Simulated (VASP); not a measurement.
Here is a VASP 6.6.1 calculation.

The input INCAR:

```
ALGO = Normal ; EDIFF = 1E-7
ENCUT = 520 ; GGA = PS
ISIF = 2 ; ISMEAR = 0
LASPH = T ; LCHARG = F
LREAL = F ; LWAVE = F
NBANDS = 16 ; NELM = 80
PREC = Accurate ; SIGMA = 0.02
```

KPOINTS

```
k-points
0
Gamma
  6 6 6
```

Contents of POSCAR:

```
MgS
1.0
    2.6028445931      2.6028445931      0.0000000000
   -2.6028445931      2.6028445931      0.0000000000
    0.0000000000      0.0000000000      5.0783082720
Mg S
2 2
Direct
    0.0000000000      0.0000000000      0.0000000000
    0.5000000000      0.5000000000      0.5000000000
    0.5000000000      0.5000000000      0.0000000000
    0.0000000000      0.0000000000      0.5000000000
```

Potentials or basis: VASP PAW PBE potentials, release 64 (Mg, S).

Launch:

```console
$ cat potpaw_PBE.64/Mg/POTCAR potpaw_PBE.64/S/POTCAR > POTCAR
$ mpirun -np 1 vasp_std > vasp.out
```

(1) What does it give for the pressure?

(2) What does it give for the band gap on the k mesh?

## Answers

(1) 0.8 GPa.

(2) 2.63 eV.

Caveat: the cell differs from its parent crystal (uniaxial strain along c: -2.0 %, then relaxed in part); the PAW data sets were made with another functional, which shifts forces and pressure a little.
